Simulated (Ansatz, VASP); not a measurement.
SrO in VASP and in Ansatz

```xyz
4
Lattice="3.5172 0.0000 0.0000 -1.7586 3.0460 0.0000 0.0000 0.0000 6.1384" Properties=species:S:1:pos:R:3 pbc="T T T"
Sr    0.0000    2.0307    1.5399
Sr    1.7586    1.0153    4.6091
O     0.0000    0.0000   -0.0291
O     0.0000    0.0000    3.0401
```

Change from the starting cell: mode 8 frozen in at -0.030 Å, equal normal strain along x, y and z -0.0167.

Alike in both runs: task single point; functional PBE; k mesh 9 × 9 × 4; occupations gaussian, width 0.05 eV; no spin polarisation.

|  | VASP | Ansatz |
| --- | --- | --- |
| version | VASP 6.6.1 | Ansatz 0.2.0 |
| potentials or method | VASP PAW PBE potentials, release 64 (Sr_sv, O), cutoff 520 eV | scalar-relativistic, plane waves, PAW |
| valence electrons in the cell | 32 | 32 |

|  | VASP | Ansatz | Ansatz less VASP |
| --- | --- | --- | --- |
| gap on the k mesh at the Fermi level (eV) | 3.10 | 3.14 | +0.039 |
| least direct gap on the mesh (eV) | 3.27 | 3.27 | +0.004 |
| pressure (GPa) | 5.3 | 4.6 | -0.66 |
| traceless stress, the component that is largest in VASP (GPa) | 0.49 | 0.50 | +0.006 |
| rms of the force components (eV/Å) | 0.057 | 0.054 | -0.0035 |

Atom by atom the forces differ by 0.004 eV/Å (rms over components).
